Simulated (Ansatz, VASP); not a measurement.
Two plane-wave programs on Ga4TeAs

INCAR

```
SYSTEM = Ga4TeAs
  PREC = Accurate
  ENCUT = 600
  EDIFF = 1E-6
  ISMEAR = 0
  SIGMA = 0.1
  LREAL = .FALSE.
  LASPH = .TRUE.
  NELM = 60
  ALGO = Normal
  ISIF = 3
  LWAVE = .FALSE.
  LCHARG = .FALSE.
  GGA = PE
  IBRION = 2
  NSW = 90
  EDIFFG = -0.04
```

Contents of KPOINTS:

```
regular mesh
0
G
  4 4 4
  0 0 0
```

POSCAR

```
Ga4TeAs
1.0
    4.0284803600      0.0000000000      0.0000000000
    0.0000000000      4.0284803600      0.0000000000
    0.0000000000      0.0000000000      6.8228947100
Ga Te As
4 1 1
Direct
    0.0000000000      0.0000000000      0.6049659800
    0.5000000000      0.5000000000      0.1051210000
    0.5000000000      0.5000000000      0.8948790000
    0.0000000000      0.0000000000      0.3950340200
    0.5000000000      0.5000000000      0.5000000000
    0.0000000000      0.0000000000      0.0000000000
```

Input for Ansatz:

```yaml
crystal:
  lattice:
    - [4.02848036, 0.0, 0.0]
    - [0.0, 4.02848036, 0.0]
    - [0.0, 0.0, 6.82289471]
  atoms:
    - { symbol: Ga, position: [0.0, 0.0, 0.60496598] }
    - { symbol: Ga, position: [0.5, 0.5, 0.105121] }
    - { symbol: Ga, position: [0.5, 0.5, 0.894879] }
    - { symbol: Ga, position: [0.0, 0.0, 0.39503402] }
    - { symbol: Te, position: [0.5, 0.5, 0.5] }
    - { symbol: As, position: [0.0, 0.0, 0.0] }
basis:
  ecutwfc: 420
kpoints:
  mp_grid: { grid: [4, 4, 4] }
hamiltonian:
  xc: pbe
scf:
  occupations: { method: gaussian, width: 0.1 }
  lower_state_search: "off"
output:
  forces: true
  stress: true
  eigenvalues: true
relax:
  adjacent_minimum: "off"
  f_tol: 0.04
  max_steps: 70
  cell: { stress_tol: 0.4 }
```

Change from the starting cell: species swapped into the YHoC4 type (P4/mmm, No. 123).

Alike in both runs: task relaxation of cell and atoms; functional PBE; k mesh 4 × 4 × 4; occupations gaussian, width 0.1 eV; no spin polarisation.

|  | VASP | Ansatz |
| --- | --- | --- |
| version | VASP 6.6.1 | Ansatz 0.2.0 |
| potentials or method | VASP PAW PBE potentials, release 64 (Ga_d, Te, As), cutoff 600 eV | scalar-relativistic, plane waves, PAW |
| valence electrons in the cell | 63 | 83 |

|  | VASP | Ansatz | Ansatz less VASP |
| --- | --- | --- | --- |
| gap on the k mesh at the Fermi level, each at its own relaxed structure (eV) | none | none | - |
| relaxed volume (Å³/atom) | 21.25 | 23.04 | +1.796 |
| relaxed cell length with the largest relative difference (Å) | 11.067 | 8.538 | -2.5292 |

A gap of «none» marks a metal or a gap that the smearing closes. One of these differences is far larger than is usual between the two programs; its cause wasn't traced. VASP's potentials hold 63 valence electrons a cell and Ansatz's 83, so a difference there can come from the potentials and not from the codes.

The k mesh is coarse, so the values compare programs but aren't converged. Spin-orbit coupling is off throughout. Noted on VASP's run: the volume moved by over 15 % at a fixed basis, so the end points are rough.
